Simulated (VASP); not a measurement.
# B3As2 (P-3m1) in VASP: notebook

Runs on B3As2. Level: PBE. Tasks: single point, relaxation of cell and atoms.

All numbers are computed with VASP 6.6.1; they aren't measurements. Logs are shortened: lines on timing, memory, paths and dates and some standing lists are left out, and cuts for length are marked.

## 1. The cell of the first run

Symmetry: P-3m1, No. 164, trigonal system. The conventional cell has a = 3.176 Å, b = 3.176 Å, c = 6.834 Å, α = 90.00°, β = 90.00°, γ = 120.00°. B (site symmetry -3m) has 6 As at 2.22 Å within 2.9 Å. Within 2.5 Å of B (site symmetry 3m) lie 3 B at 1.85 Å and 1 As at 2.05 Å. Within 2.7 Å of As (site symmetry 3m) lie 4 B at 2.05 to 2.22 Å.

## 2. Single point, PBE

INCAR reads:

```
PREC = Accurate
ENCUT = 520
EDIFF = 1E-6
ISMEAR = 0
SIGMA = 0.1
LREAL = F
LASPH = T
NELM = 60
ALGO = Normal
ISIF = 2
LWAVE = F
LCHARG = F
GGA = PE
NBANDS = 18
```

KPOINTS reads:

```
Automatic mesh
0
Gamma
  6 6 4
```

POSCAR reads:

```
B3As2
1.0
    3.1761335362      0.0000000022      0.0000000000
   -1.5880667701      2.7506123271      0.0000000000
    0.0000000000      0.0000000000      6.8339752195
B As
3 2
Direct
    0.0000000000      0.0000000000      0.0000000000
    0.3333333333      0.6666666667      0.4839705901
    0.6666666667      0.3333333333      0.5160294099
    0.3333333333      0.6666666667      0.1836392938
    0.6666666667      0.3333333333      0.8163607062
```

Potentials or basis: VASP PAW PBE potentials, release 64 (B, As).

Command:

```sh
$ cat potpaw_PBE.64/B/POTCAR potpaw_PBE.64/As/POTCAR > POTCAR
$ mpirun -np 1 vasp_std > vasp.out
```

OUTCAR:

```text
PREC = Accurate
   ENCUT = 520
   EDIFF = 1E-6
   ISMEAR = 0
   LREAL = F
   LASPH = T
   NELM = 60
   ISIF = 2
   GGA = PE

 ion  position               nearest neighbor table
   1  0.000  0.000  0.000-   4 2.22   5 2.22   5 2.22   4 2.22   5 2.22   4 2.22
   2  0.333  0.667  0.484-   3 1.85   3 1.85   3 1.85   4 2.05
   3  0.667  0.333  0.516-   2 1.85   2 1.85   2 1.85   5 2.05
   4  0.333  0.667  0.184-   2 2.05   1 2.22   1 2.22   1 2.22
   5  0.667  0.333  0.816-   3 2.05   1 2.22   1 2.22   1 2.22

  LATTYP: Found a hexagonal cell.
 ALAT       =     3.1761335362
 C/A-ratio  =     2.1516649541

  Lattice vectors:

 A1 = (   3.1761335362,   0.0000000022,   0.0000000000)
 A2 = (  -1.5880667701,   2.7506123271,   0.0000000000)
 A3 = (   0.0000000000,   0.0000000000,   6.8339752195)

Analysis of symmetry for initial positions (statically):
=====================================================================
 Subroutine PRICEL returns:
 Original cell was already a primitive cell.

 Routine SETGRP: Setting up the symmetry group for a
 hexagonal supercell.

 Subroutine GETGRP returns: Found 12 space group operations
 (whereof 12 operations were pure point group operations)
 out of a pool of 24 trial point group operations.

The static configuration has the point symmetry D_3d.

Analysis of symmetry for dynamics (positions and initial velocities):
=====================================================================
 Subroutine PRICEL returns:
 Original cell was already a primitive cell.

 Routine SETGRP: Setting up the symmetry group for a
 hexagonal supercell.

 Subroutine GETGRP returns: Found 12 space group operations
 (whereof 12 operations were pure point group operations)
 out of a pool of 24 trial point group operations.

The dynamic configuration has the point symmetry D_3d.

 Subroutine INISYM returns: Found 12 space group operations
 (whereof 12 operations are pure point group operations),
 and found     1 'primitive' translations

----------------------------------------------------------------------------------------

                                     Primitive cell

  volume of cell :      59.7037

  direct lattice vectors                    reciprocal lattice vectors
     3.176133536  0.000000002  0.000000000     0.314848223  0.181777707  0.000000000
    -1.588066770  2.750612327  0.000000000    -0.000000000  0.363555413  0.000000000
     0.000000000  0.000000000  6.833975220     0.000000000  0.000000000  0.146327718

  length of vectors
     3.176133536  3.176133536  6.833975220     0.363555413  0.363555413  0.146327718

  position of ions in fractional coordinates (direct lattice)
     0.000000000  0.000000000  0.000000000
     0.333333333  0.666666667  0.483970590
     0.666666667  0.333333333  0.516029410
     0.333333333  0.666666667  0.183639294
     0.666666667  0.333333333  0.816360706

  ion indices of the primitive-cell ions
   primitive index   ion index
                 1           1
                 2           2
                 3           3
                 4           4
                 5           5

----------------------------------------------------------------------------------------

 KPOINTS: Automatic mesh

Automatic generation of k-mesh.
 Grid dimensions read from file:
 generate k-points for:    6    6    4

 Generating k-lattice:

  Cartesian coordinates                     Fractional coordinates (reciprocal lattice)
     0.052474704  0.030296284  0.000000000     0.166666667  0.000000000  0.000000000
    -0.000000000  0.060592569  0.000000000     0.000000000  0.166666667  0.000000000
     0.000000000  0.000000000  0.036581930     0.000000000  0.000000000  0.250000000

  Length of vectors
     0.060592569  0.060592569  0.036581930

  Shift w.r.t. Gamma in fractional coordinates (k-lattice)
     0.000000000  0.000000000  0.000000000

 Subroutine IBZKPT returns following result:
 ===========================================

 Found     24 irreducible k-points:

 Following reciprocal coordinates:
            Coordinates               Weight
  0.000000  0.000000  0.000000      1.000000
  0.166667 -0.000000  0.000000      6.000000
  0.333333 -0.000000  0.000000      6.000000
  0.500000 -0.000000  0.000000      3.000000
  0.166667  0.166667  0.000000      6.000000
  0.333333  0.166667  0.000000     12.000000
[... 16 lines left out ...]
  0.333333  0.166667  0.500000     12.000000
  0.333333  0.333333  0.500000      2.000000
   k-points           NKPTS =     24   k-points in BZ     NKDIM =     24   number of bands    NBANDS=     18
   number of dos      NEDOS =    301   number of ions     NIONS =      5
   total plane-waves  NPLWV =  31104
   dimension x,y,z NGX =    24 NGY =   24 NGZ =   54
   dimension x,y,z NGXF=    48 NGYF=   48 NGZF=  108
   ions per type =               3   2
   NGX,Y,Z   is equivalent  to a cutoff of  12.56, 12.56, 13.14 a.u.
   NGXF,Y,Z  is equivalent  to a cutoff of  25.12, 25.12, 26.27 a.u.
 SYSTEM =  unknown system
   PREC   = accura    normal or accurate (medium, high low for compatibility)
   ISTART =      0    job   : 0-new  1-cont  2-samecut
   ICHARG =      2    charge: 1-file 2-atom 10-const
   ISPIN  =      1    spin polarized calculation?
   LNONCOLLINEAR =      F non collinear calculations
   LSORBIT =      F    spin-orbit coupling
   LASPH  =      T    aspherical Exc in radial PAW
   ENCUT  =  520.0 eV  38.22 Ry    6.18 a.u.   5.91  5.91 12.71*2*pi/ulx,y,z
   NELM   =     60;   NELMIN=  2; NELMDL= -5     # of ELM steps
   EDIFF  = 0.1E-05   stopping-criterion for ELM
   LREAL  =      F    real-space projection
   EDIFFG = 0.1E-04   stopping-criterion for IOM
   NSW    =      0    number of steps for IOM
   IBRION =     -1    ionic relax: 0-MD 1-quasi-New 2-CG
   NFREE  =      0    steps in history (QN), initial steepest desc. (CG)
   ISIF   =      2    stress and relaxation
   ISYM   =      2    0-nonsym 1-usesym 2-fastsym
   POTIM  = 0.5000    time-step for ionic-motion
   TEBEG  =    0.0;   TEEND  =   0.0 temperature during run
   PSTRESS=    0.0 pullay stress
   NELECT =      19.0000    total number of electrons
   NUPDOWN=      -1.0000    fix difference up-down
   EMIN   =  10.00;   EMAX   =-10.00  energy-range for DOS
   EFERMI =   0.00;   METHOD = LEGACY
   ISMEAR =     0;   SIGMA  =   0.10  broadening in eV -4-tet -1-fermi 0-gaus
   EFERMI_NEDOS =   21; number of points for ismear=-14 and -15
   IALGO  =     38    algorithm
   IMIX   =      4    mixing-type and parameters
     AMIX     =   0.40;   BMIX     =  1.00
     AMIX_MAG =   1.60;   BMIX_MAG =  1.00
  volume/ion in A,a.u.               =      11.94        80.58
  Fermi-wavevector in a.u.,A,eV,Ry     =   1.117701  2.112148 16.997144  1.249255
  Thomas-Fermi vector in A             =   2.254326
   LORBIT       =      0    0 simple, 1 ext, 2 COOP (PROOUT), +10 PAW based schemes
   GGA     = PE    functional components
   LHFCALC =     F    Hartree Fock is set to
   AEXX    =    0.0000 exact exchange contribution
   IVDW    =     0    specifies the selected vdW correction
   LEPSILON=     F    determine dielectric tensor
   LRPA    =     F    only Hartree local field effects (RPA)
 non-spin polarized calculation
 Gauss-broadening in eV      SIGMA  =   0.10
  energy-cutoff  :      520.00
  volume of cell :       59.70
 maximum number of plane-waves:      1624
   NGX = 11   NGY = 11   NGZ = 25

 number of electron      19.0000001 magnetization

 Free energy of the ion-electron system (eV)
  ---------------------------------------------------
  ext. energy  EPLUGINS =         0.00000000
  ---------------------------------------------------
  free energy    TOTEN  =       -26.29145870 eV

  energy without entropy =      -26.28485159  energy(sigma->0) =      -26.28815514

 E-fermi :   6.3542     XC(G=0): -11.0893

 val. band max:        6.3384995811   @ k =   0.0000   0.0000   0.0000
 cond. band min:       6.4009122564   @ k =   0.3333   0.1667   0.5000
 fundamental gap:      0.0624126753
 Fermi energy:         6.3541695896

 k-point     1 :       0.0000    0.0000    0.0000
  band No.  band energies     occupation
      1      -9.5879      2.00000
      2      -6.7386      2.00000
      3      -4.7664      2.00000
      4       2.0124      2.00000
      5       3.3634      2.00000
      6       6.3385      1.17538
[... 10 lines left out ...]
     17      13.3299      0.00000
     18      13.8601      0.00000

 k-point     2 :       0.1667   -0.0000    0.0000
  band No.  band energies     occupation
      1      -9.1020      2.00000
      2      -6.2949      2.00000
      3      -4.3343      2.00000
      4       2.2951      2.00000
      5       2.9626      2.00000
      6       3.7465      2.00000
[... 10 lines left out ...]
     17      14.0717      0.00000
     18      14.2603      0.00000

 k-point     3 :       0.3333   -0.0000    0.0000
  band No.  band energies     occupation
      1      -7.6907      2.00000
      2      -5.1862      2.00000
      3      -3.0899      2.00000
      4      -0.5877      2.00000
      5       1.5121      2.00000
      6       2.2179      2.00000
[... 10 lines left out ...]
     17      13.7660      0.00000
     18      15.2584      0.00000

 k-point     4 :       0.5000   -0.0000    0.0000
  band No.  band energies     occupation
      1      -6.0053      2.00000
      2      -5.1729      2.00000
      3      -1.9900      2.00000
      4      -1.4895      2.00000
      5      -0.3136      2.00000
      6       0.0596      2.00000
[... 375 lines left out ...]
      4      -0.7553      2.00000
      5       1.6010      2.00000
      6       1.8773      2.00000
[... 10 lines left out ...]
     17      13.9290      0.00000
     18      14.4262      0.00000

 k-point    23 :       0.3333    0.1667    0.5000
  band No.  band energies     occupation
      1      -6.2534      2.00000
      2      -5.0197      2.00000
      3      -2.1299      2.00000
      4      -0.9687      2.00000
      5       0.1816      2.00000
      6       1.2960      2.00000
[... 10 lines left out ...]
     17      14.2416      0.00000
     18      15.9538      0.00000

 k-point    24 :       0.3333    0.3333    0.5000
  band No.  band energies     occupation
      1      -4.8773      2.00000
      2      -4.8773      2.00000
      3      -2.2045      2.00000
      4      -1.0840      2.00000
      5      -1.0840      2.00000
      6       0.5728      2.00000
[... 10 lines left out ...]
     17      14.6020      0.00000
     18      17.3382      0.00000

------------------------ aborting loop because EDIFF is reached ----------------------------------------

  FORCE on cell =-STRESS in cart. coord.  units (eV):
  Direction    XX          YY          ZZ          XY          YZ          ZX
  --------------------------------------------------------------------------------------
  -------------------------------------------------------------------------------------
  Total        0.1268625      0.1268625      0.1857117     -0.0000000      0.0000000     -0.0000000
  in kB        3.4044144      3.4044144      4.9836577     -0.0000000      0.0000000     -0.0000000
  external PRESSURE =       3.9308288 kB  Pullay stress =       0.0000000 kB

 VOLUME and BASIS-vectors are now :
 -----------------------------------------------------------------------------
  energy-cutoff  :      520.00
  volume of cell :       59.70
      direct lattice vectors                 reciprocal lattice vectors
     3.176133536  0.000000002  0.000000000     0.314848223  0.181777707  0.000000000
    -1.588066770  2.750612327  0.000000000    -0.000000000  0.363555413  0.000000000
     0.000000000  0.000000000  6.833975220     0.000000000  0.000000000  0.146327718

 POSITION                                       TOTAL-FORCE (eV/Angst)
 -----------------------------------------------------------------------------------
      0.00000      0.00000      0.00000        -0.000000     -0.000000      0.000000
     -0.00000      1.83374      3.30744        -0.000000      0.000000      0.013520
      1.58807      0.91687      3.52653         0.000000     -0.000000     -0.013520
     -0.00000      1.83374      1.25499         0.000000      0.000000      0.014023
      1.58807      0.91687      5.57899        -0.000000     -0.000000     -0.014023
 -----------------------------------------------------------------------------------
    total drift:                                0.000000     -0.000000      0.000000

  FREE ENERGIE OF THE ION-ELECTRON SYSTEM (eV)
  ---------------------------------------------------
  free  energy   TOTEN  =       -26.2914587015 eV

  energy  without entropy=      -26.2848515878  energy(sigma->0) =      -26.28815514
```

Run time: 11 s. Hardware: 1 thread of Intel Xeon 6975P-C (Granite Rapids), shared host; peak memory 0.18 GiB.

Results:

* Free energy: -26.2915 eV
* Pressure: 0.4 GPa
* Largest force: 0.014 eV/Å

Forces on the atoms (eV/Å):
```
B    0.000  0.000  0.000
B    0.000  0.000  0.014
B    0.000  0.000 -0.014
As   0.000  0.000  0.014
As   0.000  0.000 -0.014
```

Stress tensor (GPa, compression positive):
```
0.34 0.00 0.00
0.00 0.34 0.00
0.00 0.00 0.50
```

Caveat: the k points lie up to 0.38 Å⁻¹ apart.

## 3. Single point, PBE

This run uses another cell than the first one, of 14.72 Å³/atom, 1.233 times its volume.

INCAR reads:

```
SYSTEM = B3As2
PREC = Accurate ; ENCUT = 520
EDIFF = 1E-6 ; ISMEAR = 0
SIGMA = 0.1 ; LREAL = .False.
LASPH = .True. ; NELM = 60
ALGO = Normal ; ISIF = 2
LWAVE = .False. ; LCHARG = .True.
GGA = PE ; LELF = .True.
LVHAR = .True. ; NBANDS = 18
```

KPOINTS reads:

```
Automatic mesh
0
Gamma
  6 6 4
  0 0 0
```

POSCAR reads:

```
B3As2
1.0
    4.1057261500      0.0000000000      0.0000000000
   -2.0528630800      3.5556631500      0.0000000000
    0.0000000000      0.0000000000      5.0416950800
B As
3 2
Direct
    0.0000000000      0.0000000000      0.0000000000
    0.3333333300      0.6666666700      0.6449289300
    0.6666666700      0.3333333300      0.3550710700
    0.3333333300      0.6666666700      0.1568725000
    0.6666666700      0.3333333300      0.8431275000
```

Potentials or basis: VASP PAW PBE potentials, release 64 (B, As).

Command:

```sh
$ cat potpaw_PBE.64/B/POTCAR potpaw_PBE.64/As/POTCAR > POTCAR
$ mpirun -np 1 vasp_std > vasp.out
```

It took 15 s on 1 thread of Intel Xeon 6975P-C (Granite Rapids), shared host; peak memory 0.19 GiB.

It converged, with:

| Quantity | Value |
| --- | --- |
| Free energy | -20.3140 eV |
| Pressure | -9.3 GPa |
| Largest force | 2.500 eV/Å |

Forces on the atoms (eV/Å):
```
B    0.000  0.000  0.000
B    0.000  0.000 -0.355
B    0.000  0.000  0.355
As   0.000  0.000  2.500
As   0.000  0.000 -2.500
```

Stress tensor (GPa, compression positive):
```
-11.58   0.00   0.00
  0.00 -11.58   0.00
  0.00   0.00  -4.84
```

Levels at points of the mesh, in eV from the Fermi level:
```
           k point  band 8  band 9  band 10  band 11  band 12  band 13
(0.00, 0.00, 0.00)   -2.41   -1.90    -0.08     0.03     1.24     1.24
(0.50, 0.00, 0.00)   -3.58   -0.13     0.21     0.76     1.68     3.32
(0.00, 0.00, 0.50)   -2.38   -2.01    -1.13    -0.95    -0.95    -0.34
(0.50, 0.00, 0.50)   -1.40    0.12     0.38     1.83     1.97     3.58
```

Caveat: forces of over 1 eV/Å act on the atoms, so gaps and moduli don't describe the material at rest.

## 4. Relaxation of cell and atoms, PBE

This run uses another cell than the first one, of 14.72 Å³/atom, 1.233 times its volume.

INCAR reads:

```
SYSTEM = B3As2
PREC = Accurate ; ENCUT = 600
EDIFF = 1E-6 ; ISMEAR = 0
SIGMA = 0.1 ; LREAL = .False.
LASPH = .True. ; NELM = 100
ALGO = Normal ; ISIF = 3
LWAVE = .False. ; LCHARG = .False.
GGA = PE ; IBRION = 2
NSW = 90 ; EDIFFG = -0.04
```

KPOINTS reads:

```
regular mesh
0
Gamma
  6 6 4
  0 0 0
```

POSCAR is that of step 3.

Command:

```sh
$ cat potpaw_PBE.64/B/POTCAR potpaw_PBE.64/As/POTCAR > POTCAR
$ mpirun -np 1 vasp_std > vasp.out
```

Wall time 10 min (1 thread of Intel Xeon 6975P-C (Granite Rapids), shared host); peak memory 0.25 GiB.

It converged, with:

| Property | Result |
| --- | --- |
| Free energy | -26.2923 eV |
| Relaxed volume | 11.95 Å³/atom |
| Relaxed cell | a = 3.174 Å, b = 3.174 Å, c = 6.850 Å, α = 90.00°, β = 90.00°, γ = 120.00° |
| Space group after relaxing (to 0.05 Å) | P-3m1 (No. 164) |
| Energy gained by relaxing | 1195.5 meV/atom |
| Ionic steps | 70 |
| Pressure after relaxing | 0.2 GPa |
| Largest force after relaxing | 0.038 eV/Å |

Forces in eV/Å, atoms in the order of the input:
```
B    0.000  0.000  0.000
B    0.000  0.000 -0.004
B    0.000  0.000  0.004
As   0.000  0.000 -0.038
As   0.000  0.000  0.038
```

Stress tensor (GPa, compression positive):
```
 0.35  0.00  0.00
 0.00  0.35  0.00
 0.00  0.00 -0.26
```

Step by step:
```
step  energy change (eV)  largest force (eV/Å)  pressure (GPa)  volume (Å³)
   1              0.0000                2.4994           -9.34        73.60
   3              3.6934                9.7617          113.29        42.48
   5             -1.4811                0.6290           20.50        54.18
   7             -2.0912                0.4586           11.32        57.73
   9             -2.7014                0.7382            0.70        63.32
  11             -2.8153                0.3218           -8.97        72.02
  13             -3.0781                0.3662           -3.78        67.23
  15             -3.1270                0.2322           -0.77        65.98
  17             -3.1273                0.2178           -0.34        65.82
  19             -3.1439                0.0855           -0.52        65.06
  21             -3.1054                0.6291            0.40        61.64
  23             -3.1608                0.2672           -0.45        63.01
  25             -3.1670                0.2462           -0.23        62.96
  27             -3.1776                0.3208            0.07        62.18
  29             -3.2521                0.5723           -0.16        60.27
  31             -0.3561               12.5768           47.44        52.58
  33             -3.2691                3.8173            9.58        55.94
  35             -3.3423                2.9080            6.01        56.75
  37             -3.3446                2.8030            5.63        56.86
  39             -3.3475                2.8688            5.83        56.79
  41             -3.3531                3.1419            6.71        56.54
  43             -3.3700                3.1506            6.67        56.52
  45             -3.4464                3.1788            6.58        56.42
  47             -3.7571                3.3808            8.20        56.04
  49             -3.5444                4.8372           28.37        54.55
  51             -4.4275                2.0492           14.00        55.62
  53             -4.8755                1.3730           13.65        56.62
  55             -5.5057                1.0884            1.61        59.37
  57             -5.6242                1.0862           -5.40        61.65
  59             -5.6928                0.9669           -3.99        60.95
  61             -5.8004                0.8961            7.55        56.26
  63             -5.8522                0.6342            2.65        57.95
  65             -5.9594                0.2948           -0.57        59.83
  67             -5.9682                0.3001           -1.99        60.63
  69             -5.9774                0.0461            0.11        59.77
  70             -5.9774                0.0378            0.15        59.75
```

Final structure:
```
B As
1.0
     3.17383    0.00000    0.00000
    -1.58691    2.74862    0.00000
     0.00000    0.00000    6.84963
B As
3 2
Cartesian
  0.0000 0.0000 0.0000
  0.0000 1.8324 3.3168
  1.5869 0.9162 3.5329
  0.0000 1.8324 1.2612
  1.5869 0.9162 5.5885
```

Levels at points of the mesh, in eV from the Fermi level:
```
           k point  band 6  band 7  band 8  band 9  band 10  band 11  band 12  band 13
(0.00, 0.00, 0.00)    0.03    0.03    0.21    0.21     2.90     2.90     5.13     5.15
(0.50, 0.00, 0.00)   -6.30   -3.26   -1.30   -1.15    -1.08     1.22     1.70     3.04
(0.00, 0.00, 0.50)   -0.24    0.88    0.88    0.91     1.98     1.98     3.17     5.79
(0.50, 0.00, 0.50)   -4.81   -4.16   -2.99   -1.92    -1.85     1.94     2.36     3.62
```

Caveat: the volume moved by over 15 % at a fixed basis, so the end points are rough.

(Continued in part 2 of 2.)
